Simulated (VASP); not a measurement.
# Rb3Ag: single point with pbe exchange, lyp correlation

Crystal: Rb3Ag.

```
Rb Ag
1.0
     4.35240    0.00000    0.00000
     0.00000    4.35240    0.00000
     0.00000    0.00000    4.35240
Rb Ag
3 1
Direct
  0.00000 0.50000 0.50000
  0.50000 0.00000 0.50000
  0.50000 0.50000 0.00000
  0.00000 0.00000 0.00000
```

* Program: VASP 6.6.1
* Task: single point
* Functional: pbe exchange, lyp correlation
* Potentials or basis: VASP PAW PBE potentials, release 64 (Rb_sv, Ag)
* Cutoff: 500 eV
* k mesh: 4 × 4 × 4
* Occupations: gaussian, width 0.05 eV
* Spin: no spin polarisation
* Dipole correction: no
* Further INCAR settings: ALGO = Normal; EDIFF = 1e-06; NBANDS = 27

* Pressure: 40.5 GPa
* Band gap on the k mesh: zero (bands 19 and 20 overlap by 1.00 eV)

Levels at points of the mesh, in eV from the Fermi level:
```
           k point  band 15  band 16  band 17  band 18  band 19  band 20  band 21  band 22  band 23  band 24
(0.00, 0.00, 0.00)    -6.64    -6.64    -6.64    -5.37    -2.12     1.04     1.04     1.06     1.06     1.06
(0.50, 0.00, 0.00)    -6.34    -6.18    -6.18    -2.72    -1.94     0.27     1.07     1.07     1.23     3.38
(0.50, 0.50, 0.00)    -6.21    -6.18    -6.18    -2.56    -0.35     0.40     0.40     1.98     1.98     2.72
(0.50, 0.50, 0.50)    -6.57    -6.34    -6.34    -4.79     0.99     0.99     0.99     3.04     3.04     3.04
```

Wall time 16 s on 1 thread of AMD EPYC 7R13 Processor (Zen 3), with other jobs on the host, peak memory 0.14 GiB.

Caveat: the k points lie up to 0.36 Å⁻¹ apart, too coarse for converged energies and pressures of a metal; the PAW data sets were made with another functional, which shifts forces and pressure a little.
